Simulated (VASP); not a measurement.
Here is a VASP 6.6.1 calculation.

The input INCAR:

```
PREC = Accurate ; ENCUT = 520
EDIFF = 1E-6 ; ISMEAR = -1
SIGMA = 0.1 ; LREAL = F
LASPH = T ; NELM = 100
ALGO = Normal ; ISIF = 2
LWAVE = F ; LCHARG = T
GGA = CA ; LELF = T
LVHAR = T ; NBANDS = 12
```

Contents of KPOINTS:

```
regular mesh
0
Gamma
  20 20 20
```

The input POSCAR:

```
Ga
1.0
   -1.2960690847      1.2960690847      1.2960690847
    1.2960690847     -1.2960690847      1.2960690847
    1.2960690847      1.2960690847     -1.2960690847
Ga
1
Direct
    0.0000000000      0.0000000000      0.0000000000
```

Potentials or basis: VASP PAW LDA potentials, release 64 (Ga_d).

Run with:

```bash
$ cat potpaw_LDA.64/Ga_d/POTCAR > POTCAR
$ mpirun -np 1 vasp_std > vasp.out
```

Problem. Predict the pressure.

Solution. 233.8 GPa.
